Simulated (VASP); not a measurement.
# Na (I4/mmm) in VASP: a series of runs, part 2 of 2

VASP 6.6.1. Earlier steps stand in the parts before.

## (4) Single point, PBE (strain +0.000 along x and y, +0.030 along z)

Input file INCAR:

```
SYSTEM = Na
PREC = Accurate
ENCUT = 520
EDIFF = 1E-7
ISMEAR = 0
SIGMA = 0.15
LREAL = .False.
LASPH = .True.
NELM = 100
ALGO = Fast
ISIF = 2
LWAVE = .False.
LCHARG = .False.
GGA = PE
NBANDS = 10
```

Input file KPOINTS:

```
regular mesh
0
Gamma
  16 16 16
  0 0 0
```

Input file POSCAR:

```
Na
1.0
   -2.1175000000      2.1175000000      2.1810250000
    2.1175000000     -2.1175000000      2.1810250000
    2.1175000000      2.1175000000     -2.1810250000
Na
1
Direct
    0.0000000000      0.0000000000      0.0000000000
```

Potentials or basis: VASP PAW PBE potentials, release 64 (Na_pv).

Launch:

```
cat potpaw_PBE.64/Na_pv/POTCAR > POTCAR
mpirun -np 1 vasp_std > vasp.out
```

OUTCAR:

```text
SYSTEM = Na
   PREC = Accurate
   ENCUT = 520
   EDIFF = 1E-7
   ISMEAR = 0
   LREAL = .False.
   LASPH = .True.
   NELM = 100
   ISIF = 2
   GGA = PE

 ion  position               nearest neighbor table
   1  0.000  0.000  0.000-

  LATTYP: Found a body centered tetragonal cell.
 ALAT       =     4.2350000000
 C/A-ratio  =     1.0300000000

  Lattice vectors:

 A1 = (  -2.1175000000,   2.1175000000,   2.1810250000)
 A2 = (   2.1175000000,  -2.1175000000,   2.1810250000)
 A3 = (   2.1175000000,   2.1175000000,  -2.1810250000)

Analysis of symmetry for initial positions (statically):
=====================================================================
 Subroutine PRICEL returns:
 Original cell was already a primitive cell.

 Routine SETGRP: Setting up the symmetry group for a
 body centered tetragonal supercell.

 Subroutine GETGRP returns: Found 16 space group operations
 (whereof 16 operations were pure point group operations)
 out of a pool of 16 trial point group operations.

The static configuration has the point symmetry D_4h.

Analysis of symmetry for dynamics (positions and initial velocities):
[... 159 lines left out ...]

 val. band max:        0.1782005479   @ k =  -0.3125  -0.3125   0.2500
 cond. band min:       0.1844092151   @ k =   0.5000   0.1875   0.0000
 fundamental gap:      0.0062086671
 Fermi energy:         0.1794265637

 k-point     1 :       0.0000    0.0000    0.0000
  band No.  band energies     occupation
      1     -24.7663      2.00000
      2     -24.7663      2.00000
      3     -24.7662      2.00000
      4      -2.9878      2.00000
      5      11.4311      0.00000
      6      11.4311      0.00000
      7      11.8586      0.00000
      8      12.3318      0.00000
      9      12.7545      0.00000
     10      13.0055      0.00000
[... 287 lines left out ...]
 k-point    24 :      -0.0625    0.0625    0.0000
  band No.  band energies     occupation
      1     -24.7674      2.00000
      2     -24.7666      2.00000
      3     -24.7663      2.00000
      4      -2.9201      2.00000
      5      10.8747      0.00000
      6      10.9510      0.00000
      7      11.1127      0.00000
      8      11.7255      0.00000
      9      12.2122      0.00000
     10      13.2548      0.00000

 [... further k-points ...]
[... 5 lines left out ...]
  --------------------------------------------------------------------------------------
  -------------------------------------------------------------------------------------
  Total       -0.0977380     -0.0977380     -0.1044995      0.0000000     -0.0000000      0.0000000
  in kB       -4.0031944     -4.0031944     -4.2801355      0.0000000     -0.0000000      0.0000000
  external PRESSURE =      -4.0955081 kB  Pullay stress =       0.0000000 kB

 VOLUME and BASIS-vectors are now :
 -----------------------------------------------------------------------------
  energy-cutoff  :      520.00
  volume of cell :       39.12
      direct lattice vectors                 reciprocal lattice vectors
    -2.117500000  2.117500000  2.181025000     0.000000000  0.236127509  0.229250009
     2.117500000 -2.117500000  2.181025000     0.236127509  0.000000000  0.229250009
     2.117500000  2.117500000 -2.181025000     0.236127509  0.236127509  0.000000000

 POSITION                                       TOTAL-FORCE (eV/Angst)
 -----------------------------------------------------------------------------------
      0.00000      0.00000      0.00000        -0.000000     -0.000000     -0.000000
 -----------------------------------------------------------------------------------
    total drift:                               -0.000000     -0.000000     -0.000000

  FREE ENERGIE OF THE ION-ELECTRON SYSTEM (eV)
  ---------------------------------------------------
  free  energy   TOTEN  =        -1.3113683914 eV

  energy  without entropy=       -1.3061077638  energy(sigma->0) =       -1.30873808
```

OSZICAR:

```text
N       E                     dE             d eps       ncg     rms          rms(c)
DAV:   1     0.270029286085E+02    0.27003E+02   -0.37666E+03  7010   0.574E+02
DAV:   2    -0.692221755397E+00   -0.27695E+02   -0.27563E+02  7178   0.146E+02
DAV:   3    -0.130646500764E+01   -0.61424E+00   -0.61382E+00  8414   0.236E+01
DAV:   4    -0.131175896763E+01   -0.52940E-02   -0.52936E-02  8314   0.215E+00
DAV:   5    -0.131183287819E+01   -0.73911E-04   -0.73910E-04  7916   0.247E-01    0.202E-01
RMM:   6    -0.131156070256E+01    0.27218E-03   -0.24660E-04  9355   0.166E-01    0.136E-01
RMM:   7    -0.131136425318E+01    0.19645E-03   -0.56682E-04  9496   0.217E-01    0.160E-02
RMM:   8    -0.131136484026E+01   -0.58708E-06   -0.13303E-04  9568   0.198E-01    0.378E-03
RMM:   9    -0.131136765519E+01   -0.28149E-05   -0.26526E-05 10305   0.570E-02    0.246E-03
RMM:  10    -0.131136836787E+01   -0.71268E-06   -0.76210E-06  9930   0.461E-02    0.162E-03
RMM:  11    -0.131136835009E+01    0.17780E-07   -0.22104E-06 10656   0.161E-02    0.325E-04
RMM:  12    -0.131136839141E+01   -0.41320E-07   -0.46701E-07  6975   0.959E-03
   1 F= -.13113684E+01 E0= -.13087381E+01  d E =-.526063E-02
```

Run time: 2 min. Hardware: 1 thread of Intel Xeon Platinum 8375C at 2.90GHz (Ice Lake), shared host; peak memory 0.23 GiB.

Results:

| Item | Value |
| --- | --- |
| Free energy | -1.3114 eV |
| Pressure | -0.4 GPa |
| Band gap on the k mesh | zero (an odd number of electrons rules out a gap without spin polarisation) |

Levels at points of the mesh, in eV from the Fermi level:
```
           k point  band 1  band 2  band 3  band 4  band 5  band 6  band 7  band 8
(0.00, 0.00, 0.00)  -24.95  -24.95  -24.95   -3.17   11.25   11.25   11.68   12.15
(0.50, 0.00, 0.00)  -24.98  -24.96  -24.95    0.71    1.12    8.11    8.92    9.08
(0.50, 0.50, 0.00)  -24.97  -24.96  -24.95    0.82    1.25    7.75    8.56    8.71
(0.50, 0.50, 0.50)  -24.97  -24.97  -24.97    4.30    4.40    4.56    4.88    4.88
```

Caveat: the cell differs from its parent crystal (strain +0.000 along x and y, +0.030 along z).

## (5) Single point, PBE (strain +0.015 along x and y, +0.000 along z)

Input file INCAR:

```
PREC = Accurate
ENCUT = 520
EDIFF = 1E-6
ISMEAR = 0
SIGMA = 0.15
LREAL = False
LASPH = True
NELM = 80
ALGO = Fast
ISIF = 2
LWAVE = False
LCHARG = True
GGA = PE
LELF = True
LVHAR = True
NBANDS = 10
```

Input file KPOINTS:

```
regular mesh
0
Gamma
  16 16 16
```

Input file POSCAR:

```
Na
1.0
   -2.1492625000      2.1492625000      2.1175000000
    2.1492625000     -2.1492625000      2.1175000000
    2.1492625000      2.1492625000     -2.1175000000
Na
1
Direct
    0.0000000000      0.0000000000      0.0000000000
```

Potentials or basis: VASP PAW PBE potentials, release 64 (Na_pv).

Launch:

```
cat potpaw_PBE.64/Na_pv/POTCAR > POTCAR
mpirun -np 1 vasp_std > vasp.out
```

OUTCAR:

```text
PREC = Accurate
   ENCUT = 520
   EDIFF = 1E-6
   ISMEAR = 0
   LREAL = False
   LASPH = True
   NELM = 80
   ISIF = 2
   GGA = PE

 ion  position               nearest neighbor table
   1  0.000  0.000  0.000-

  LATTYP: Found a body centered tetragonal cell.
 ALAT       =     4.2985250000
 C/A-ratio  =     0.9852216749

  Lattice vectors:

 A1 = (  -2.1492625000,   2.1492625000,   2.1175000000)
 A2 = (   2.1492625000,  -2.1492625000,   2.1175000000)
 A3 = (   2.1492625000,   2.1492625000,  -2.1175000000)

Analysis of symmetry for initial positions (statically):
=====================================================================
 Subroutine PRICEL returns:
 Original cell was already a primitive cell.

 Routine SETGRP: Setting up the symmetry group for a
 body centered tetragonal supercell.

 Subroutine GETGRP returns: Found 16 space group operations
 (whereof 16 operations were pure point group operations)
 out of a pool of 16 trial point group operations.

The static configuration has the point symmetry D_4h.

Analysis of symmetry for dynamics (positions and initial velocities):
=====================================================================
 Subroutine PRICEL returns:
 Original cell was already a primitive cell.

 Routine SETGRP: Setting up the symmetry group for a
 body centered tetragonal supercell.

 Subroutine GETGRP returns: Found 16 space group operations
 (whereof 16 operations were pure point group operations)
 out of a pool of 16 trial point group operations.

The dynamic configuration has the point symmetry D_4h.

 Subroutine INISYM returns: Found 16 space group operations
 (whereof 16 operations are pure point group operations),
 and found     1 'primitive' translations

----------------------------------------------------------------------------------------

                                     Primitive cell

  volume of cell :      39.1257

  direct lattice vectors                    reciprocal lattice vectors
    -2.149262500  2.149262500  2.117500000     0.000000000  0.232637940  0.236127509
     2.149262500 -2.149262500  2.117500000     0.232637940  0.000000000  0.236127509
     2.149262500  2.149262500 -2.117500000     0.232637940  0.232637940  0.000000000

  length of vectors
     3.704384542  3.704384542  3.704384542     0.331476412  0.331476412  0.328999730

  position of ions in fractional coordinates (direct lattice)
     0.000000000  0.000000000  0.000000000

  ion indices of the primitive-cell ions
   primitive index   ion index
                 1           1

----------------------------------------------------------------------------------------

 KPOINTS: regular mesh

Automatic generation of k-mesh.
 Grid dimensions read from file:
 generate k-points for:   16   16   16

 Generating k-lattice:

  Cartesian coordinates                     Fractional coordinates (reciprocal lattice)
     0.000000000  0.014539871  0.014757969     0.062500000 -0.000000000  0.000000000
     0.014539871  0.000000000  0.014757969    -0.000000000  0.062500000  0.000000000
     0.014539871  0.014539871  0.000000000     0.000000000  0.000000000  0.062500000

  Length of vectors
     0.020717276  0.020717276  0.020562483

  Shift w.r.t. Gamma in fractional coordinates (k-lattice)
     0.000000000  0.000000000  0.000000000

 Subroutine IBZKPT returns following result:
 ===========================================

 Found    349 irreducible k-points:

 Following reciprocal coordinates:
            Coordinates               Weight
  0.000000  0.000000  0.000000      1.000000
  0.062500  0.000000 -0.000000      8.000000
  0.125000  0.000000 -0.000000      8.000000
  0.187500  0.000000  0.000000      8.000000
  0.250000  0.000000 -0.000000      8.000000
  0.312500  0.000000  0.000000      8.000000
[... 16 lines left out ...]
 -0.125000  0.062500  0.000000     16.000000
 -0.062500  0.062500  0.000000      4.000000
 [... further k-points ...]
   k-points           NKPTS =    349   k-points in BZ     NKDIM =    349   number of bands    NBANDS=     10
   number of dos      NEDOS =    301   number of ions     NIONS =      1
   total plane-waves  NPLWV =  21952
   dimension x,y,z NGX =    28 NGY =   28 NGZ =   28
   dimension x,y,z NGXF=    56 NGYF=   56 NGZF=   56
   ions per type =               1
   NGX,Y,Z   is equivalent  to a cutoff of  12.57, 12.57, 12.57 a.u.
   NGXF,Y,Z  is equivalent  to a cutoff of  25.13, 25.13, 25.13 a.u.
 SYSTEM =  unknown system
   PREC   = accura    normal or accurate (medium, high low for compatibility)
   ISTART =      0    job   : 0-new  1-cont  2-samecut
   ICHARG =      2    charge: 1-file 2-atom 10-const
   ISPIN  =      1    spin polarized calculation?
   LNONCOLLINEAR =      F non collinear calculations
   LSORBIT =      F    spin-orbit coupling
   LASPH  =      T    aspherical Exc in radial PAW
   ENCUT  =  520.0 eV  38.22 Ry    6.18 a.u.   6.89  6.89  6.89*2*pi/ulx,y,z
   NELM   =     80;   NELMIN=  2; NELMDL= -5     # of ELM steps
   EDIFF  = 0.1E-05   stopping-criterion for ELM
   LREAL  =      F    real-space projection
   EDIFFG = 0.1E-04   stopping-criterion for IOM
   NSW    =      0    number of steps for IOM
   IBRION =     -1    ionic relax: 0-MD 1-quasi-New 2-CG
   NFREE  =      0    steps in history (QN), initial steepest desc. (CG)
   ISIF   =      2    stress and relaxation
   ISYM   =      2    0-nonsym 1-usesym 2-fastsym
   POTIM  = 0.5000    time-step for ionic-motion
   TEBEG  =    0.0;   TEEND  =   0.0 temperature during run
   PSTRESS=    0.0 pullay stress
   NELECT =       7.0000    total number of electrons
   NUPDOWN=      -1.0000    fix difference up-down
   EMIN   =  10.00;   EMAX   =-10.00  energy-range for DOS
   EFERMI =   0.00;   METHOD = LEGACY
   ISMEAR =     0;   SIGMA  =   0.15  broadening in eV -4-tet -1-fermi 0-gaus
   EFERMI_NEDOS =   21; number of points for ismear=-14 and -15
   IALGO  =     68    algorithm
   IMIX   =      4    mixing-type and parameters
     AMIX     =   0.40;   BMIX     =  1.00
     AMIX_MAG =   1.60;   BMIX_MAG =  1.00
  volume/ion in A,a.u.               =      39.13       264.03
  Fermi-wavevector in a.u.,A,eV,Ry     =   0.922472  1.743220 11.577951  0.850955
  Thomas-Fermi vector in A             =   2.048003
   LORBIT       =      0    0 simple, 1 ext, 2 COOP (PROOUT), +10 PAW based schemes
   GGA     = PE    functional components
   LHFCALC =     F    Hartree Fock is set to
   AEXX    =    0.0000 exact exchange contribution
   IVDW    =     0    specifies the selected vdW correction
   LEPSILON=     F    determine dielectric tensor
   LRPA    =     F    only Hartree local field effects (RPA)
 non-spin polarized calculation
 RMM-DIIS sequential band-by-band and
 Gauss-broadening in eV      SIGMA  =   0.15
  energy-cutoff  :      520.00
  volume of cell :       39.13
 maximum number of plane-waves:      1072
   NGX = 13   NGY = 13   NGZ = 13

 number of electron       7.0000010 magnetization

 Free energy of the ion-electron system (eV)
  ---------------------------------------------------
  ext. energy  EPLUGINS =         0.00000000
  ---------------------------------------------------
  free energy    TOTEN  =        -1.31139572 eV

  energy without entropy =       -1.30614408  energy(sigma->0) =       -1.30876990

 E-fermi :   0.1798     XC(G=0):  -6.3635

 val. band max:        0.1620774446   @ k =   0.5000   0.1875   0.0000
 cond. band min:       0.1820205295   @ k =   0.4375   0.0000  -0.0000
 fundamental gap:      0.0199430849
 Fermi energy:         0.1797685440

 k-point     1 :       0.0000    0.0000    0.0000
  band No.  band energies     occupation
      1     -24.7654      2.00000
      2     -24.7654      2.00000
      3     -24.7654      2.00000
      4      -2.9878      2.00000
      5      11.4207      0.00000
      6      11.6400      0.00000
      7      11.6400      0.00000
      8      12.4284      0.00000
      9      12.6462      0.00000
     10      12.9801      0.00000

 k-point     2 :       0.0625    0.0000   -0.0000
  band No.  band energies     occupation
      1     -24.7665      2.00000
      2     -24.7657      2.00000
      3     -24.7654      2.00000
      4      -2.9212      2.00000
      5      10.6823      0.00000
      6      11.0198      0.00000
      7      11.2740      0.00000
      8      11.8452      0.00000
      9      12.1241      0.00000
     10      13.2406      0.00000
[... 274 lines left out ...]
 k-point    24 :      -0.0625    0.0625    0.0000
  band No.  band energies     occupation
      1     -24.7665      2.00000
      2     -24.7658      2.00000
      3     -24.7653      2.00000
      4      -2.9222      2.00000
      5      10.4889      0.00000
      6      11.1956      0.00000
      7      11.3491      0.00000
      8      11.9685      0.00000
      9      12.0205      0.00000
     10      13.1055      0.00000

 [... further k-points ...]
[... 5 lines left out ...]
  --------------------------------------------------------------------------------------
  -------------------------------------------------------------------------------------
  Total       -0.1243025     -0.1243025     -0.1180134      0.0000000      0.0000000      0.0000000
  in kB       -5.0901231     -5.0901231     -4.8325857      0.0000000      0.0000000      0.0000000
  external PRESSURE =      -5.0042773 kB  Pullay stress =       0.0000000 kB

 VOLUME and BASIS-vectors are now :
 -----------------------------------------------------------------------------
  energy-cutoff  :      520.00
  volume of cell :       39.13
      direct lattice vectors                 reciprocal lattice vectors
    -2.149262500  2.149262500  2.117500000     0.000000000  0.232637940  0.236127509
     2.149262500 -2.149262500  2.117500000     0.232637940  0.000000000  0.236127509
     2.149262500  2.149262500 -2.117500000     0.232637940  0.232637940  0.000000000

 POSITION                                       TOTAL-FORCE (eV/Angst)
 -----------------------------------------------------------------------------------
      0.00000      0.00000      0.00000        -0.000000     -0.000000      0.000000
 -----------------------------------------------------------------------------------
    total drift:                               -0.000000     -0.000000     -0.000000

  FREE ENERGIE OF THE ION-ELECTRON SYSTEM (eV)
  ---------------------------------------------------
  free  energy   TOTEN  =        -1.3113957171 eV

  energy  without entropy=       -1.3061440808  energy(sigma->0) =       -1.30876990
```

Run time: 75 s. Hardware: 1 thread of Intel Xeon Platinum 8375C at 2.90GHz (Ice Lake), shared host; peak memory 0.22 GiB.

Results:

```
Free energy            : -1.3114 eV
Pressure               : -0.5 GPa
Band gap on the k mesh : zero (an odd number of electrons rules out a gap without spin polarisation)
```

Levels at points of the mesh, in eV from the Fermi level:
```csv
k point,band 1,band 2,band 3,band 4,band 5,band 6
"(0.00, 0.00, 0.00)",-24.95,-24.95,-24.95,-3.17,11.24,11.46
"(0.50, 0.00, 0.00)",-24.97,-24.96,-24.95,0.76,1.18,7.92
"(0.50, 0.50, 0.00)",-24.97,-24.95,-24.94,0.71,1.11,8.11
"(0.50, 0.50, 0.50)",-24.97,-24.97,-24.97,4.37,4.49,4.63
```

Caveat: the cell differs from its parent crystal (strain +0.015 along x and y, +0.000 along z).

## (6) Summary

| cell | gap on the mesh (eV) | pressure (GPa) |
| --- | --- | --- |
| a = 3.686 Å, angles 109.9, 109.9, 108.7°, 1 atom | none | -0.3 |
| a = 3.686 Å, angles 108.7, 108.7, 111.1°, 1 atom | none | -0.3 |
| a = 3.705 Å, angles 110.3, 110.3, 107.9°, 1 atom | none | -0.4 |
| a = 3.704 Å, angles 109.1, 109.1, 110.3°, 1 atom | none | -0.5 |

Alike in all rows: task single point; level PBE; potentials or basis VASP PAW PBE potentials, release 64 (Na_pv); no spin polarisation; k mesh 16 × 16 × 16; cutoff (eV) 520; smearing gaussian 0.15 eV.

Absolute energies hang on the potentials; compare differences alone.

The gap in the log of VASP goes by the Fermi energy; the results here count the filled bands.